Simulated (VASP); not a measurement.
NiSb: single point with PBE

Crystal: NiSb.

```
CELL_PARAMETERS angstrom
3.92800 0.00000 0.00000
-1.96400 3.40175 0.00000
0.00000 0.00000 5.12000
ATOMIC_POSITIONS crystal
Ni 0.00000 0.00000 0.00000
Ni 0.00000 0.00000 0.50000
Sb 0.33333 0.66667 0.25000
Sb 0.66667 0.33333 0.75000
```

```yaml
Program: VASP 6.6.1
Task: single point
Functional: PBE
Potentials_or_basis: VASP PAW PBE potentials, release 64 (Ni, Sb)
Cutoff: 520 eV
k_mesh: 10 × 10 × 7
Occupations: fermi-dirac, width 0.05 eV
Spin: collinear spin, ferromagnetic start
Starting_moments: "[0.2, 0.2, 0.0, 0.0] μB"
Fixed_moment: 0.4 μB
```

```json
{"Pressure": "3.9 GPa", "Net moment": "0.40 μB per cell", "Site moments": "Ni +0.14; Sb +0.03 μB", "Valence electrons inside the program's atomic spheres": "Ni 9.40; Sb 2.43"}
```

Stress tensor (GPa, compression positive):
```
4.21 0.00 0.00
0.00 4.21 0.00
0.00 0.00 3.21
```

It took 110 s on 1 thread of Intel(R) Xeon(R) 6975P-C (Granite Rapids) (shared host), peak memory 0.31 GiB.

Caveat: the cell stands under pressure; the total moment is fixed, so each spin has its own Fermi level.
